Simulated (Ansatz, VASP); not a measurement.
## One calculation of SnO, two programs

```
Sn O
1.0
     0.00000    2.53697    2.53697
     2.53697    0.00000    2.53697
     2.53697    2.53697    0.00000
Sn O
1 1
Direct
  0.00000 0.00000 0.00000
  0.50000 0.50000 0.50000
```

Alike in both runs: task single point; functional PBE-based global hybrid with a share of 0.2 of exact exchange; k mesh 4 × 4 × 4; no spin polarisation.

|  | VASP | Ansatz |
| --- | --- | --- |
| version | VASP 6.6.1 | Ansatz 0.2.0 |
| potentials or method | VASP PAW PBE potentials, release 64 (Sn_d, O) | plane waves |
| plane-wave cutoff (eV) | 520 | 420 |
| occupations | gaussian, width 0.01 eV | fixed |
| valence electrons in the cell | 20 | 20 |

|  | VASP | Ansatz | Ansatz less VASP |
| --- | --- | --- | --- |
| gap on the k mesh at the Fermi level (eV) | 1.79 | 1.68 | -0.111 |
| pressure (GPa) | -0.7 | -0.6 | +0.12 |

VASP's potentials were made for PBE, not for PBE-based global hybrid. Ansatz's warnings: stress exchange threshold loose, stress scf threshold loose.

The k mesh is coarse, so the values compare programs but aren't converged.
